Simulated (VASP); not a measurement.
A run of VASP 6.6.1:

Contents of POSCAR:

```
TiAl3
1.0
   -1.9362557970      1.9362557970      4.3369998440
    1.9362557970     -1.9362557970      4.3369998440
    1.9362557970      1.9362557970     -4.3369998440
Ti Al
1 3
Direct
    0.0000000000      0.0000000000      0.0000000000
    0.2500000000      0.7500000000      0.5000000000
    0.7500000000      0.2500000000      0.5000000000
    0.5000000000      0.5000000000      0.0000000000
```

File INCAR.step1:

```
PREC     = Accurate       # precision mode
ENCUT    = 520            # plane-wave cutoff, eV
ISMEAR   = -1             # smearing method
SIGMA    = 0.05           # smearing width, eV
LREAL    = F              # projectors in reciprocal space
LASPH    = T              # aspherical terms in the spheres
NELM     = 100            # most SCF steps
NBANDS   = 18             # bands
GGA      = PE             # functional
ALGO     = Normal         # electronic algorithm
EDIFF    = 1E-4           # SCF threshold, eV
LWAVE    = T              # write WAVECAR
LCHARG   = F              # write CHGCAR
```

Contents of INCAR.step2:

```
PREC     = Accurate       # precision mode
ENCUT    = 520            # plane-wave cutoff, eV
EDIFF    = 1E-6           # SCF threshold, eV
ISMEAR   = -1             # smearing method
SIGMA    = 0.05           # smearing width, eV
LREAL    = F              # projectors in reciprocal space
LASPH    = T              # aspherical terms in the spheres
NELM     = 100            # most SCF steps
ALGO     = Normal         # electronic algorithm
ISIF     = 2              # what is computed and relaxed
LWAVE    = F              # write WAVECAR
LCHARG   = F              # write CHGCAR
METAGGA  = R2SCAN         # meta-GGA
LMIXTAU  = T            
NBANDS   = 18             # bands
ISTART   = 1
```

The input KPOINTS:

```
regular mesh
0
Gamma
  10 10 10
```

Potentials or basis: VASP PAW PBE potentials, release 64 (Ti_sv, Al).

Command:

```bash
$ cat potpaw_PBE.64/Ti_sv/POTCAR potpaw_PBE.64/Al/POTCAR > POTCAR
$ cp INCAR.step1 INCAR
$ mpirun -np 1 vasp_std > vasp.out
$ cp INCAR.step2 INCAR
$ mpirun -np 1 vasp_std > vasp.out
```

Hardware: 1 thread of Intel(R) Xeon(R) Platinum 8124M CPU @ 3.00GHz (Skylake/Cascade Lake) (shared host).

How long does it take, and how much memory?

Wall time 10 min on 1 thread of Intel(R) Xeon(R) Platinum 8124M CPU @ 3.00GHz (Skylake/Cascade Lake) (shared host), peak memory 0.33 GiB. Counts: k points 102.
